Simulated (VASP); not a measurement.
Runs of VASP 6.6.1 on SiC. The structure is that of space group P6_3mc (No. 186), or close to it. The cells are those of the table. 

```tsv
task	cell	cutoff (eV)	gap on the mesh (eV)	pressure (GPa)	largest force (eV/Å)
relaxation of cell and atoms	relaxed from a = 3.075, b = 3.075, c = 5.047 Å, angles 90.0, 90.0, 120.0°, 4 atoms	600	2.66	0.0	-
single point	a = 3.075, b = 3.075, c = 5.048 Å, angles 90.0, 90.0, 120.0°, 4 atoms	520	2.66	-0.2	-
single point	a = 3.045, b = 3.045, c = 4.996 Å, angles 90.0, 90.0, 120.0°, 4 atoms	520	2.62	(b)	-
relaxation of shape and atoms at fixed volume	relaxed from a = 3.013, b = 3.013, c = 4.944 Å, angles 90.0, 90.0, 120.0°, 4 atoms	600	2.57	15.5	0.01
single point	a = 3.105, b = 3.105, c = 5.099 Å, angles 90.0, 90.0, 120.0°, 4 atoms	520	2.70	-6.5	0.01
relaxation of shape and atoms at fixed volume	relaxed from a = 3.044, b = 3.044, c = 4.997 Å, angles 90.0, 90.0, 120.0°, 4 atoms	600	2.62	7.0	-
single point	a = 3.135, b = 3.135, c = 5.149 Å, angles 90.0, 90.0, 120.0°, 4 atoms	520	2.74	-12.0	0.01
single point	a = 3.013, b = 3.013, c = 4.943 Å, angles 90.0, 90.0, 120.0°, 4 atoms	520	2.57	(a)	0.01
relaxation of shape and atoms at fixed volume	relaxed from a = 3.106, b = 3.106, c = 5.098 Å, angles 90.0, 90.0, 120.0°, 4 atoms	600	2.70	-6.7	0.01
```

Alike in all rows: level r2SCAN; potentials or basis VASP PAW PBE potentials, release 64 (Si, C); no spin polarisation; k mesh 9 × 9 × 6; smearing gaussian 0.02 eV.

Estimate the missing entries.

(a) 15.6; (b) 7.1.

Caveats: the PAW data sets were made with another functional, which shifts forces and pressure a little; an odd mesh through Γ misses points on the zone boundary, where band edges can lie; the relaxation stopped at its first step, so nothing moved (at least some runs); the cell stands under pressure (at least some runs); the cell stands under tension (at least some runs).
